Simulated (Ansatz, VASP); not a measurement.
**NbCd3 in VASP and in Ansatz**

Contents of INCAR:

```
ALGO     = Fast           # electronic algorithm
EDIFF    = 1E-6           # SCF threshold, eV
ENCUT    = 520            # plane-wave cutoff, eV
GGA      = PE             # functional
ISIF     = 2              # what is computed and relaxed
ISMEAR   = -1             # smearing method
LASPH    = T              # aspherical terms in the spheres
LCHARG   = F              # write CHGCAR
LREAL    = F              # projectors in reciprocal space
LWAVE    = F              # write WAVECAR
NBANDS   = 32             # bands
NELM     = 80             # most SCF steps
PREC     = Accurate       # precision mode
SIGMA    = 0.05           # smearing width, eV
```

File KPOINTS:

```
k-points
0
Gamma
  6 6 6
```

The input POSCAR:

```
NbCd3
1.0
    4.2150000000      0.0000000000      0.0000000000
    0.0000000000      4.2150000000      0.0000000000
    0.0000000000      0.0000000000      4.2150000000
Cd Nb
3 1
Direct
    0.5000000000      0.5000000000      0.0000000000
    0.5000000000      0.0000000000      0.5000000000
    0.0000000000      0.5000000000      0.5000000000
    0.0000000000      0.0000000000      0.0000000000
```

The input input.yaml:

```yaml
crystal:
  lattice:
    - [4.215, 0.0, 0.0]
    - [0.0, 4.215, 0.0]
    - [0.0, 0.0, 4.215]
  atoms:
    - { symbol: Cd, position: [0.5, 0.5, 0.0] }
    - { symbol: Cd, position: [0.5, 0.0, 0.5] }
    - { symbol: Cd, position: [0.0, 0.5, 0.5] }
    - { symbol: Nb, position: [0.0, 0.0, 0.0] }
kpoints:
  mp_grid: { grid: [6, 6, 6] }
  band_path:
    path:
      - [0.0, 0.0, 0.0]
      - [0.0, 0.5, 0.0]
      - [0.5, 0.5, 0.0]
      - [0.0, 0.0, 0.0]
      - [0.5, 0.5, 0.5]
      - [0.0, 0.5, 0.0]
    npoints: 8
scf:
  occupations: { method: fermi_dirac, width: 0.05 }
hamiltonian:
  xc: pbe
  pseudopotentials: { kind: all_electron, lapw: { basis_error: 0.002 } }
output:
  forces: true
  stress: true
  eigenvalues: true
```

Alike in both runs: functional PBE; k mesh 6 × 6 × 6; occupations fermi-dirac, width 0.05 eV; no spin polarisation.

|  | VASP | Ansatz |
| --- | --- | --- |
| version | VASP 6.6.1 | Ansatz 0.2.0 |
| potentials or method | VASP PAW PBE potentials, release 64 (Cd, Nb_sv), cutoff 520 eV | all-electron LAPW, scalar-relativistic |
| task | single point | band structure |

|  | VASP | Ansatz | Ansatz less VASP |
| --- | --- | --- | --- |
| gap on the k mesh at the Fermi level (eV) | none | none | - |
| pressure (GPa) | 7.8 | 7.2 | -0.54 |

A gap of «none» marks a metal or a gap that the smearing closes. Ansatz ran all-electron here, and VASP with PAW potentials.
